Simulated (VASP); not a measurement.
# Li (Im-3m) in VASP: a series of runs

The runs below take Li through single point, relaxation of cell and atoms, with PBE.

All numbers are computed with VASP 6.6.1; they aren't measurements. Logs are shortened: lines on timing, memory, paths and dates and some standing lists are left out, and cuts for length are marked.

### Step 1. The cell of the first run

The structure is cubic, space group Im-3m (No. 229). The conventional cell has a = 3.436 Å, b = 3.436 Å, c = 3.436 Å, α = 90.00°, β = 90.00°, γ = 90.00°. Within 3.9 Å of Li (site symmetry m-3m) lie 14 Li at 2.98 to 3.44 Å.

### Step 2. Single point, PBE

File INCAR:

```
  PREC = Accurate
  ENCUT = 750
  EDIFF = 1E-6
  ISMEAR = 1
  SIGMA = 0.1
  LREAL = False
  LASPH = True
  NELM = 120
  ALGO = Normal
  ISIF = 2
  LWAVE = False
  LCHARG = False
  GGA = PE
  NBANDS = 8
  GGA_COMPAT = False
```

File KPOINTS:

```
regular mesh
0
Gamma
  8 8 8
```

File POSCAR:

```
Li
1.0
    1.7182429667      1.7182429667      1.7182429667
   -1.7182429667      1.7182429667      1.7182429667
   -1.7182429667     -1.7182429667      1.7182429667
Li
1
Direct
    0.0000000000      0.0000000000      0.0000000000
```

Potentials or basis: VASP PAW PBE potentials, release 64 (Li_sv).

On the command line:

```bash
$ cat potpaw_PBE.64/Li_sv/POTCAR > POTCAR
$ mpirun -np 1 vasp_std > vasp.out
```

OUTCAR:

```text
PREC = Accurate
   ENCUT = 750
   EDIFF = 1E-6
   ISMEAR = 1
   LREAL = False
   LASPH = True
   NELM = 120
   ISIF = 2
   GGA = PE

 ion  position               nearest neighbor table
   1  0.000  0.000  0.000-

  LATTYP: Found a body centered cubic cell.
 ALAT       =     3.4364859334

  Lattice vectors:

 A1 = (   1.7182429667,  -1.7182429667,  -1.7182429667)
 A2 = (   1.7182429667,   1.7182429667,   1.7182429667)
 A3 = (  -1.7182429667,  -1.7182429667,   1.7182429667)

Analysis of symmetry for initial positions (statically):
=====================================================================
 Subroutine PRICEL returns:
 Original cell was already a primitive cell.

 Routine SETGRP: Setting up the symmetry group for a
 body centered cubic supercell.

 Subroutine GETGRP returns: Found 48 space group operations
 (whereof 48 operations were pure point group operations)
 out of a pool of 48 trial point group operations.

The static configuration has the point symmetry O_h .

Analysis of symmetry for dynamics (positions and initial velocities):
=====================================================================
 Subroutine PRICEL returns:
 Original cell was already a primitive cell.

 Routine SETGRP: Setting up the symmetry group for a
 body centered cubic supercell.

 Subroutine GETGRP returns: Found 48 space group operations
 (whereof 48 operations were pure point group operations)
 out of a pool of 48 trial point group operations.

The dynamic configuration has the point symmetry O_h .

 Subroutine INISYM returns: Found 48 space group operations
 (whereof 48 operations are pure point group operations),
 and found     1 'primitive' translations

----------------------------------------------------------------------------------------

                                     Primitive cell

  volume of cell :      20.2915

  direct lattice vectors                    reciprocal lattice vectors
     1.718242967  1.718242967  1.718242967     0.290994935  0.000000000  0.290994935
    -1.718242967  1.718242967  1.718242967    -0.290994935  0.290994935  0.000000000
    -1.718242967 -1.718242967  1.718242967     0.000000000 -0.290994935  0.290994935

  length of vectors
     2.976084118  2.976084118  2.976084118     0.411528983  0.411528983  0.411528983

  position of ions in fractional coordinates (direct lattice)
     0.000000000  0.000000000  0.000000000

  ion indices of the primitive-cell ions
   primitive index   ion index
                 1           1

----------------------------------------------------------------------------------------

 KPOINTS: regular mesh

Automatic generation of k-mesh.
 Grid dimensions read from file:
 generate k-points for:    8    8    8

 Generating k-lattice:

  Cartesian coordinates                     Fractional coordinates (reciprocal lattice)
     0.036374367  0.000000000  0.036374367     0.125000000  0.000000000  0.000000000
    -0.036374367  0.036374367  0.000000000     0.000000000  0.125000000  0.000000000
     0.000000000 -0.036374367  0.036374367     0.000000000  0.000000000  0.125000000

  Length of vectors
     0.051441123  0.051441123  0.051441123

  Shift w.r.t. Gamma in fractional coordinates (k-lattice)
     0.000000000  0.000000000  0.000000000

 Subroutine IBZKPT returns following result:
 ===========================================

 Found     29 irreducible k-points:

 Following reciprocal coordinates:
            Coordinates               Weight
  0.000000  0.000000  0.000000      1.000000
  0.125000  0.000000  0.000000     12.000000
  0.250000  0.000000  0.000000     12.000000
  0.375000  0.000000  0.000000     12.000000
  0.500000  0.000000  0.000000      6.000000
  0.250000  0.125000  0.000000     24.000000
[... 16 lines left out ...]
  0.375000  0.250000  0.250000     24.000000
  0.500000  0.250000  0.250000     12.000000
 [... further k-points ...]
   k-points           NKPTS =     29   k-points in BZ     NKDIM =     29   number of bands    NBANDS=      8
   number of dos      NEDOS =    301   number of ions     NIONS =      1
   total plane-waves  NPLWV =  21952
   dimension x,y,z NGX =    28 NGY =   28 NGZ =   28
   dimension x,y,z NGXF=    56 NGYF=   56 NGZF=   56
   ions per type =               1
   NGX,Y,Z   is equivalent  to a cutoff of  15.64, 15.64, 15.64 a.u.
   NGXF,Y,Z  is equivalent  to a cutoff of  31.28, 31.28, 31.28 a.u.
 SYSTEM =  unknown system
   PREC   = accura    normal or accurate (medium, high low for compatibility)
   ISTART =      0    job   : 0-new  1-cont  2-samecut
   ICHARG =      2    charge: 1-file 2-atom 10-const
   ISPIN  =      1    spin polarized calculation?
   LNONCOLLINEAR =      F non collinear calculations
   LSORBIT =      F    spin-orbit coupling
   LASPH  =      T    aspherical Exc in radial PAW
   ENCUT  =  750.0 eV  55.12 Ry    7.42 a.u.   6.65  6.65  6.65*2*pi/ulx,y,z
   NELM   =    120;   NELMIN=  2; NELMDL= -5     # of ELM steps
   EDIFF  = 0.1E-05   stopping-criterion for ELM
   LREAL  =      F    real-space projection
   EDIFFG = 0.1E-04   stopping-criterion for IOM
   NSW    =      0    number of steps for IOM
   IBRION =     -1    ionic relax: 0-MD 1-quasi-New 2-CG
   NFREE  =      0    steps in history (QN), initial steepest desc. (CG)
   ISIF   =      2    stress and relaxation
   ISYM   =      2    0-nonsym 1-usesym 2-fastsym
   POTIM  = 0.5000    time-step for ionic-motion
   TEBEG  =    0.0;   TEEND  =   0.0 temperature during run
   PSTRESS=    0.0 pullay stress
   NELECT =       3.0000    total number of electrons
   NUPDOWN=      -1.0000    fix difference up-down
   EMIN   =  10.00;   EMAX   =-10.00  energy-range for DOS
   EFERMI =   0.00;   METHOD = LEGACY
   ISMEAR =     1;   SIGMA  =   0.10  broadening in eV -4-tet -1-fermi 0-gaus
   EFERMI_NEDOS =   21; number of points for ismear=-14 and -15
   IALGO  =     38    algorithm
   IMIX   =      4    mixing-type and parameters
     AMIX     =   0.40;   BMIX     =  1.00
     AMIX_MAG =   1.60;   BMIX_MAG =  1.00
  volume/ion in A,a.u.               =      20.29       136.93
  Fermi-wavevector in a.u.,A,eV,Ry     =   0.865653  1.635848 10.195603  0.749356
  Thomas-Fermi vector in A             =   1.983928
   LORBIT       =      0    0 simple, 1 ext, 2 COOP (PROOUT), +10 PAW based schemes
   GGA     = PE    functional components
   LHFCALC =     F    Hartree Fock is set to
   AEXX    =    0.0000 exact exchange contribution
   IVDW    =     0    specifies the selected vdW correction
   LEPSILON=     F    determine dielectric tensor
   LRPA    =     F    only Hartree local field effects (RPA)
 non-spin polarized calculation
 Methfessel and Paxton  Order N= 1 SIGMA  =   0.10
  energy-cutoff  :      750.00
  volume of cell :       20.29
 maximum number of plane-waves:       962
   NGX = 13   NGY = 13   NGZ = 13

 number of electron       3.0000004 magnetization

 Free energy of the ion-electron system (eV)
  ---------------------------------------------------
  ext. energy  EPLUGINS =         0.00000000
  ---------------------------------------------------
  free energy    TOTEN  =        -1.89230904 eV

  energy without entropy =       -1.89132061  energy(sigma->0) =       -1.89197956

 E-fermi :   0.6691     XC(G=0):  -7.0417

 val. band max:        0.5892057604   @ k =   0.5000   0.2500   0.0000
 cond. band min:       0.7152524446   @ k =   0.5000   0.1250   0.0000
 fundamental gap:      0.1260466842
 Fermi energy:         0.6691382741

 k-point     1 :       0.0000    0.0000    0.0000
  band No.  band energies     occupation
      1     -45.9015      2.00000
      2      -2.9489      2.00000
      3      15.2163      0.00000
      4      15.2163      0.00000
      5      15.2163      0.00000
      6      19.9846      0.00000
      7      19.9846      0.00000
      8      19.9846      0.00000

 k-point     2 :       0.1250    0.0000    0.0000
  band No.  band energies     occupation
      1     -45.8986      2.00000
      2      -2.6522      2.00000
      3      13.2480      0.00000
      4      14.0360      0.00000
      5      14.7186      0.00000
      6      17.7831      0.00000
      7      17.7984      0.00000
      8      19.8242      0.00000

 k-point     3 :       0.2500    0.0000    0.0000
  band No.  band energies     occupation
      1     -45.8918      2.00000
      2      -1.7637      2.00000
      3       9.3072      0.00000
      4      12.4131      0.00000
      5      13.6417      0.00000
      6      15.8248      0.00000
      7      17.3120      0.00000
      8      20.2806      0.00000

 k-point     4 :       0.3750    0.0000    0.0000
  band No.  band energies     occupation
      1     -45.8850      2.00000
      2      -0.3355      2.00000
      3       5.7856      0.00000
      4      11.3427      0.00000
      5      12.7669      0.00000
      6      14.6400      0.00000
      7      17.5228      0.00000
      8      21.8157      0.00000

 k-point     5 :       0.5000    0.0000    0.0000
  band No.  band energies     occupation
      1     -45.8822      2.00000
      2       0.8671     -0.01705
      3       3.8650      0.00000
      4      10.9773      0.00000
      5      12.4502      0.00000
      6      14.2443      0.00000
      7      17.7168      0.00000
      8      23.2020      0.00000
[... 177 lines left out ...]
 k-point    22 :       0.2500    0.2500    0.2500
  band No.  band energies     occupation
      1     -45.8837      2.00000
      2      -0.5310      2.00000
      3       9.1555      0.00000
      4       9.1555      0.00000
      5      11.5724      0.00000
      6      13.3163      0.00000
      7      21.4297      0.00000
      8      21.4297      0.00000

 k-point    23 :       0.3750    0.2500    0.2500
  band No.  band energies     occupation
      1     -45.8779      2.00000
      2       0.9807     -0.00010
      3       6.5168      0.00000
      4       8.0315      0.00000
      5      11.4457      0.00000
      6      13.4837      0.00000
      7      17.8790      0.00000
      8      21.0103      0.00000

 k-point    24 :       0.5000    0.2500    0.2500
  band No.  band energies     occupation
      1     -45.8756      2.00000
      2       2.4165     -0.00000
      3       4.4725      0.00000
      4       7.6519      0.00000
      5      11.6321      0.00000
      6      14.8937      0.00000
      7      15.2381      0.00000
      8      20.6639      0.00000

 [... further k-points ...]
[... 5 lines left out ...]
  --------------------------------------------------------------------------------------
  -------------------------------------------------------------------------------------
  Total       -0.0095341     -0.0095341     -0.0095341     -0.0000000      0.0000000     -0.0000000
  in kB       -0.7527928     -0.7527928     -0.7527928     -0.0000000      0.0000000     -0.0000000
  external PRESSURE =      -0.7527928 kB  Pullay stress =       0.0000000 kB

 VOLUME and BASIS-vectors are now :
 -----------------------------------------------------------------------------
  energy-cutoff  :      750.00
  volume of cell :       20.29
      direct lattice vectors                 reciprocal lattice vectors
     1.718242967  1.718242967  1.718242967     0.290994935  0.000000000  0.290994935
    -1.718242967  1.718242967  1.718242967    -0.290994935  0.290994935  0.000000000
    -1.718242967 -1.718242967  1.718242967     0.000000000 -0.290994935  0.290994935

 POSITION                                       TOTAL-FORCE (eV/Angst)
 -----------------------------------------------------------------------------------
      0.00000      0.00000      0.00000         0.000000      0.000000      0.000000
 -----------------------------------------------------------------------------------
    total drift:                                0.000000     -0.000000     -0.000000

  FREE ENERGIE OF THE ION-ELECTRON SYSTEM (eV)
  ---------------------------------------------------
  free  energy   TOTEN  =        -1.8923090371 eV

  energy  without entropy=       -1.8913206132  energy(sigma->0) =       -1.89197956
```

It took 6.7 s on 1 thread of AMD EPYC 7R43 (Zen 3), shared host; peak memory 0.11 GiB.

Results:

```
Free energy : -1.8923 eV
Pressure    : -0.1 GPa
```

### Step 3. Relaxation of cell and atoms, PBE

This run uses another cell than the first one, of 21.62 Å³/atom, 1.066 times its volume.

File INCAR:

```
  PREC = Accurate
  ENCUT = 750
  EDIFF = 1E-7
  ISMEAR = 1
  SIGMA = 0.1
  LREAL = False
  LASPH = True
  NELM = 120
  ALGO = Normal
  ISIF = 3
  LWAVE = False
  LCHARG = False
  GGA = PE
  IBRION = 2
  NSW = 80
  EDIFFG = -0.03
  GGA_COMPAT = False
  NELMIN = 4
```

File KPOINTS:

```
Automatic mesh
0
Gamma
  8 8 8
```

File POSCAR:

```
Li
1.0
    1.7550000000      1.7550000000      1.7550000000
   -1.7550000000      1.7550000000      1.7550000000
   -1.7550000000     -1.7550000000      1.7550000000
Li
1
Direct
    0.0000000000      0.0000000000      0.0000000000
```

Potentials or basis: VASP PAW PBE potentials, release 64 (Li_sv).

On the command line:

```bash
$ cat potpaw_PBE.64/Li_sv/POTCAR > POTCAR
$ mpirun -np 1 vasp_std > vasp.out
```

OUTCAR:

```text
PREC = Accurate
   ENCUT = 750
   EDIFF = 1E-7
   ISMEAR = 1
   LREAL = False
   LASPH = True
   NELM = 120
   ISIF = 3
   GGA = PE
   IBRION = 2
   NSW = 80
   EDIFFG = -0.03
   NELMIN = 4

 ion  position               nearest neighbor table
   1  0.000  0.000  0.000-

  LATTYP: Found a body centered cubic cell.
 ALAT       =     3.5100000000

  Lattice vectors:

 A1 = (   1.7550000000,  -1.7550000000,  -1.7550000000)
 A2 = (   1.7550000000,   1.7550000000,   1.7550000000)
 A3 = (  -1.7550000000,  -1.7550000000,   1.7550000000)

Analysis of symmetry for initial positions (statically):
=====================================================================
 Subroutine PRICEL returns:
 Original cell was already a primitive cell.

 Routine SETGRP: Setting up the symmetry group for a
 body centered cubic supercell.

 Subroutine GETGRP returns: Found 48 space group operations
 (whereof 48 operations were pure point group operations)
 out of a pool of 48 trial point group operations.

[... 162 lines left out ...]

------------------------ aborting loop because EDIFF is reached ----------------------------------------

  FORCE on cell =-STRESS in cart. coord.  units (eV):
  Direction    XX          YY          ZZ          XY          YZ          ZX
  --------------------------------------------------------------------------------------
  -------------------------------------------------------------------------------------
  Total       -0.1177071     -0.1177071     -0.1177071      0.0000000      0.0000000      0.0000000
  in kB       -8.7221130     -8.7221130     -8.7221130      0.0000000      0.0000000      0.0000000
  external PRESSURE =      -8.7221130 kB  Pullay stress =       0.0000000 kB
[... 57 lines left out ...]
--------------------------------------- Ionic step        3  -------------------------------------------

 number of electron       3.0000004 magnetization

 Free energy of the ion-electron system (eV)
  ---------------------------------------------------
  ext. energy  EPLUGINS =         0.00000000
  ---------------------------------------------------
  free energy    TOTEN  =        -1.89308688 eV

  energy without entropy =       -1.89211063  energy(sigma->0) =       -1.89276146

 E-fermi :   0.6589     XC(G=0):  -7.0330

 val. band max:        0.5785042091   @ k =   0.5000   0.2500   0.0000
 cond. band min:       0.7050841808   @ k =   0.5000   0.1250   0.0000
 fundamental gap:      0.1265799717
 Fermi energy:         0.6588703446

 k-point     1 :       0.0000    0.0000    0.0000
  band No.  band energies     occupation
      1     -45.9177      2.00000
      2      -2.9541      2.00000
      3      15.1689      0.00000
      4      15.1689      0.00000
      5      15.1689      0.00000
[... 177 lines left out ...]
 k-point    24 :       0.5000    0.2500    0.2500
  band No.  band energies     occupation
      1     -45.8923      2.00000
      2       2.4035     -0.00000
      3       4.4510      0.00000
      4       7.6253      0.00000
      5      11.5926      0.00000

 [... further k-points ...]
[... 5 lines left out ...]
  --------------------------------------------------------------------------------------
  -------------------------------------------------------------------------------------
  Total       -0.0123487     -0.0123487     -0.0123487      0.0000000     -0.0000000      0.0000000
  in kB       -0.9715466     -0.9715466     -0.9715466      0.0000000     -0.0000000      0.0000000
  external PRESSURE =      -0.9715466 kB  Pullay stress =       0.0000000 kB
[... 16 lines left out ...]
  FREE ENERGIE OF THE ION-ELECTRON SYSTEM (eV)
  ---------------------------------------------------
  free  energy   TOTEN  =        -1.8930868763 eV

  energy  without entropy=       -1.8921106296  energy(sigma->0) =       -1.89276146

 reached required accuracy - stopping structural energy minimisation
```

OSZICAR:

```text
N       E                     dE             d eps       ncg     rms          rms(c)
DAV:   1     0.125734549117E+01    0.12573E+01   -0.80682E+02   290   0.497E+02
DAV:   2    -0.173084261754E+01   -0.29882E+01   -0.29707E+01   415   0.661E+01
DAV:   3    -0.188534653552E+01   -0.15450E+00   -0.15258E+00   380   0.126E+01
[... 22 lines left out ...]
DAV:   4    -0.189307166679E+01    0.37336E-02   -0.51047E-03   510   0.577E-01    0.130E-02
DAV:   5    -0.189308682859E+01   -0.15162E-04   -0.12030E-04   295   0.140E-01    0.960E-03
DAV:   6    -0.189308674343E+01    0.85165E-07   -0.73595E-06   385   0.241E-02    0.904E-04
DAV:   7    -0.189308687421E+01   -0.13078E-06   -0.32999E-07   295   0.672E-03    0.113E-03
DAV:   8    -0.189308687630E+01   -0.20892E-08   -0.12852E-08   155   0.188E-03
   3 F= -.18930869E+01 E0= -.18927615E+01  d E =-.393348E-02
```

CONTCAR:

```text
Li
   1.00000000000000
     1.7202946575306939    1.7202946575306939    1.7202946575306939
    -1.7202946575306939    1.7202946575306939    1.7202946575306939
    -1.7202946575306939   -1.7202946575306939    1.7202946575306939
  Li
     1
Direct
     0.0000000000000000    0.0000000000000000    0.0000000000000000

  0.00000000E+00  0.00000000E+00  0.00000000E+00
```

Wall time 13 s (1 thread of AMD EPYC 7R43 (Zen 3), shared host); peak memory 0.11 GiB.

Results:

```yaml
Free_energy: -1.8931 eV
Relaxed_volume: 20.36 Å³/atom
Relaxed_cell: a = 2.980 Å, b = 2.980 Å, c = 2.980 Å, α = 70.53°, β = 109.47°, γ = 70.53°
Space_group_after_relaxing_to_0.05_Å: Im-3m (No. 229)
Energy_gained_by_relaxing: 3.9 meV/atom
Ionic_steps: 3
Pressure_after_relaxing: -0.1 GPa
```

The path:
```
step  energy change (eV)  largest force (eV/Å)  pressure (GPa)  volume (Å³)
   1              0.0000                0.0000           -0.87        21.62
   2             -0.0018                0.0000           -0.67        21.26
   3             -0.0039                0.0000           -0.10        20.36
```

Final structure:
```
Li
1.0
     1.72029    1.72029    1.72029
    -1.72029    1.72029    1.72029
    -1.72029   -1.72029    1.72029
Li
1
Cartesian
  0.0000 0.0000 0.0000
```

Levels at points of the mesh, in eV from the Fermi level:
| k point | band 1 | band 2 | band 3 | band 4 | band 5 |
| --- | --- | --- | --- | --- | --- |
| (0.00, 0.00, 0.00) | -46.58 | -3.61 | 14.51 | 14.51 | 14.51 |
| (0.50, 0.00, 0.00) | -46.56 | 0.20 | 3.18 | 10.28 | 11.75 |
| (0.50, 0.50, 0.50) | -46.54 | 5.46 | 5.46 | 5.46 | 7.71 |
